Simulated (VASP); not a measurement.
Here is a VASP 6.6.1 calculation.

The input INCAR:

```
SYSTEM = NaI
  PREC = Accurate
  ENCUT = 520
  EDIFF = 1E-8
  ISMEAR = -1
  SIGMA = 0.02
  LREAL = .FALSE.
  LASPH = .TRUE.
  NELM = 60
  ALGO = Normal
  ISIF = 2
  LWAVE = .FALSE.
  LCHARG = .FALSE.
  LEFG = .TRUE.
  NBANDS = 14
```

Contents of KPOINTS:

```
Automatic mesh
0
G
  8 8 8
  0 0 0
```

POSCAR

```
NaI
1.0
    0.0000000000      3.2578337372      3.2578337372
    3.2578337372      0.0000000000      3.2578337372
    3.2578337372      3.2578337372      0.0000000000
Na I
1 1
Direct
    0.0000000000      0.0000000000      0.0000000000
    0.5000000000      0.5000000000      0.5000000000
```

Potentials or basis: VASP PAW LDA potentials, release 64 (Na_pv, I).

Run with:

```sh
$ cat potpaw_LDA.64/Na_pv/POTCAR potpaw_LDA.64/I/POTCAR > POTCAR
$ mpirun -np 1 vasp_std > vasp.out
```

Predict the band gap on the k mesh.

3.29 eV, direct.

Estimate the pressure.

-1.9 GPa.

Caveat: without QUAD_EFG the Cq values of the log hold for a quadrupole moment of 1 mb, not for the nuclei; spin-orbit coupling is left out, which moves the levels of the heavy elements.
